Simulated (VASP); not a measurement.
Wanted: the native input for a VASP 6.6.1 run.

| Property | Result |
| --- | --- |
| Task | single point |
| Functional | PBE |
| Potentials or basis | VASP PAW PBE potentials, release 64 (Mg, O) |
| Cutoff | 520 eV |
| k mesh | 2 × 2 × 2, shifted |
| Occupations | fermi-dirac, width 0.1034 eV |
| Spin | no spin polarisation |
| Dipole correction | no |
| Further INCAR settings | LREAL = Auto; ALGO = Normal; EDIFF = 1e-06; NBANDS = 46; ISYM = -1 |

The structure of MgO lies in POSCAR:

```
MgO
1.0
    4.3264946021      0.0000000000      4.3264946021
    0.0000000000     -4.3264946021      4.3264946021
    4.3264946021     -4.3264946021      0.0000000000
Mg O
8 8
Direct
    0.0001548598      0.0811721803      0.5028306285
   -0.0089134515      0.5759584211      0.4982206609
    0.4683885423      0.1413692969      0.4719641853
    0.4841929073      0.5771247233      0.4904409216
   -0.0292149908      0.0804192613      0.0022122991
    0.0042311390      0.6362273048     -0.0626987954
    0.4523048518      0.1197964051     -0.0585576831
    0.5041245166      0.5978114473     -0.0153757270
    0.7981764263      0.8321233079      0.2143122979
    0.7299034878      0.3589865799      0.2315857506
    0.2689286841      0.8409065155      0.2624465311
    0.2609343369      0.3449968479      0.1979949310
    0.7398541532      0.8782079604      0.6884862398
    0.7725801850      0.3326639999      0.7521941662
    0.2536538470      0.8150163872      0.7347282945
    0.2280763275      0.3418585104      0.7306178074
```

This cell differs from its parent crystal: dynamics (nvt langevin) at 1200 K, volume x 1.04, from the last frame before.

These files were run (other wordings do the same):

INCAR

```
SYSTEM = MgO
ALGO = Normal ; EDIFF = 1E-6
ENCUT = 520 ; GGA = PE
GGA_COMPAT = .False. ; ISIF = 2
ISMEAR = -1 ; ISYM = -1
LASPH = .True. ; LCHARG = .False.
LREAL = Auto ; LWAVE = .False.
NBANDS = 46 ; NELM = 120
PREC = Accurate ; SIGMA = 0.1034
```

KPOINTS

```
explicit points
4
Reciprocal
  0.25000000   0.25000000   0.25000000 2
  0.25000000   0.25000000   0.75000000 2
  0.25000000   0.75000000   0.25000000 2
  0.25000000   0.75000000   0.75000000 2
```

Potentials or basis: VASP PAW PBE potentials, release 64 (Mg, O).

The run is started by

```console
$ cat potpaw_PBE.64/Mg/POTCAR potpaw_PBE.64/O/POTCAR > POTCAR
$ mpirun -np 1 vasp_std > vasp.out
```

Results of the run:

```json
{
 "Pressure": "0.0 GPa",
 "Largest force": "3.649 eV/Å",
 "Band gap on the k mesh": "4.18 eV"
}
```

Caveat: the stress differs along the axes, from -4 to 3 GPa; the atoms stand as in a frame of molecular dynamics; a shifted mesh leaves out Γ, where band edges can lie; forces of over 1 eV/Å act on the atoms, so gaps and moduli don't describe the material at rest.

Run time: 47 s on 1 thread of AMD EPYC 9R45 96-Core Processor (Zen 5) (shared host), peak memory 0.28 GiB.
